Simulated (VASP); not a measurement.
Write the native input for VASP 6.6.1 that does the following.

```yaml
Task: single point
Functional: PBE
Potentials_or_basis: VASP PAW PBE potentials, release 64 (Mg, Hf_pv)
Cutoff: 520 eV
k_mesh: 5 × 5 × 5
Occupations: fermi-dirac, width 0.15 eV
Spin: no spin polarisation
Dipole_correction: no
Further_INCAR_settings: ALGO = Normal; EDIFF = 1e-06; NBANDS = 16
```

The structure of HfMg3 lies in POSCAR:

```
HfMg3
1.0
    4.2389062681      0.0000000000      0.0000000000
    0.0000000000      4.2389062681      0.0000000000
    0.0000000000      0.0000000000      4.2389062681
Mg Hf
3 1
Direct
    0.5000000000      0.5000000000      0.0000000000
    0.5000000000      0.0000000000      0.5000000000
    0.0000000000      0.5000000000      0.5000000000
    0.0000000000      0.0000000000      0.0000000000
```

These files were run (other wordings do the same):

INCAR

```
SYSTEM = HfMg3
PREC = Accurate ; ENCUT = 520
EDIFF = 1E-6 ; ISMEAR = -1
SIGMA = 0.15 ; LREAL = .FALSE.
LASPH = .TRUE. ; NELM = 100
ALGO = Normal ; ISIF = 2
LWAVE = .FALSE. ; LCHARG = .TRUE.
GGA = PE ; LELF = .TRUE.
LVHAR = .TRUE. ; NBANDS = 16
```

KPOINTS

```
Automatic mesh
0
G
  5 5 5
  0 0 0
```

Potentials or basis: VASP PAW PBE potentials, release 64 (Mg, Hf_pv).

Launch:

```sh
$ cat potpaw_PBE.64/Mg/POTCAR potpaw_PBE.64/Hf_pv/POTCAR > POTCAR
$ mpirun -np 1 vasp_std > vasp.out
```

It gave:

The pressure is 10.0 GPa and the band gap on the k mesh is zero (band 8 reaches 4.60 eV, above the bottom of band 9 at 3.13 eV).

Caveat: spin-orbit coupling is left out, which moves the levels of the heavy elements.

It took 11 s on 1 thread of Intel Xeon 6975P-C, with other jobs on the host, peak memory 0.18 GiB.
